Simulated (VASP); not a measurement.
Wanted: the native input for a VASP 6.6.1 run.

```
Task                   : single point
Functional             : PBE
Potentials or basis    : VASP PAW PBE potentials, release 64 (C)
Cutoff                 : 520 eV
k mesh                 : 23 × 23 × 23
Occupations            : fermi-dirac, width 0.05 eV
Spin                   : no spin polarisation
Dipole correction      : no
Further INCAR settings : ALGO = Normal; EDIFF = 1e-07; NBANDS = 8
```

The structure of C lies in POSCAR:

```
C
1.0
    0.0000000000      1.5427752840      1.5427752840
    1.5427752840      0.0000000000      1.5427752840
    1.5427752840      1.5427752840      0.0000000000
C
1
Direct
    0.0000000000      0.0000000000      0.0000000000
```

The input as run:

INCAR

```
  ALGO = Normal
  EDIFF = 1E-7
  ENCUT = 520
  GGA = PE
  ISIF = 2
  ISMEAR = -1
  LASPH = T
  LCHARG = F
  LREAL = F
  LWAVE = F
  NBANDS = 8
  NELM = 80
  PREC = Accurate
  SIGMA = 0.05
```

KPOINTS

```
k-points
0
Gamma
  23 23 23
```

Potentials or basis: VASP PAW PBE potentials, release 64 (C).

Launch:

```bash
$ cat potpaw_PBE.64/C/POTCAR > POTCAR
$ mpirun -np 1 vasp_std > vasp.out
```

It gave:

```json
{
 "Pressure": "0.1 GPa",
 "Band gap on the k mesh": "zero (band 2 reaches 15.46 eV, above the bottom of band 3 at 4.42 eV)"
}
```

Wall time 7.7 s on 1 thread of Intel(R) Xeon(R) Platinum 8259CL CPU @ 2.50GHz (Skylake/Cascade Lake) (shared host), peak memory 0.12 GiB.
